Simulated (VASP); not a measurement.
Write the native input for VASP 6.6.1 that does the following.

| Property | Result |
| --- | --- |
| Task | single point |
| Functional | LDA |
| Potentials or basis | VASP PAW LDA potentials, release 64 (Hf_pv, N) |
| Cutoff | 520 eV |
| k mesh | 8 × 8 × 4 |
| Occupations | methfessel-paxton, width 0.1 eV |
| Spin | no spin polarisation |
| Dipole correction | no |
| Further INCAR settings | ALGO = Normal; EDIFF = 1e-06; NBANDS = 23 |

The structure of HfN lies in POSCAR:

```
HfN
1.0
    3.2153464314      0.0000000000      0.0000000000
   -1.6076680858      2.7845658710      0.0000000000
    0.0000000000      0.0000000000      5.5575278452
Hf N
2 2
Direct
    0.6666666667      0.3333333333      0.7500000000
    0.3333333333      0.6666666667      0.2500000000
    0.0000000000      0.0000000000      0.0000000000
    0.0000000000      0.0000000000      0.5000000000
```

The input as run:

INCAR

```
PREC = Accurate
ENCUT = 520
EDIFF = 1E-6
ISMEAR = 1
SIGMA = 0.1
LREAL = False
LASPH = True
NELM = 100
ALGO = Normal
ISIF = 2
LWAVE = False
LCHARG = False
GGA = CA
NBANDS = 23
```

KPOINTS

```
regular mesh
0
Gamma
  8 8 4
```

Potentials or basis: VASP PAW LDA potentials, release 64 (Hf_pv, N).

Command:

```bash
$ cat potpaw_LDA.64/Hf_pv/POTCAR potpaw_LDA.64/N/POTCAR > POTCAR
$ mpirun -np 1 vasp_std > vasp.out
```

Results of the run:

| Item | Value |
| --- | --- |
| Pressure | -26.6 GPa |
| Band gap on the k mesh | zero (bands 15 and 16 overlap by 2.06 eV) |

Caveat: the cell stands under tension; spin-orbit coupling is left out, which moves the levels of the heavy elements.

Wall time 16 s on 1 thread of AMD EPYC 9R45 96-Core Processor (Zen 5), with other jobs on the host, peak memory 0.13 GiB.
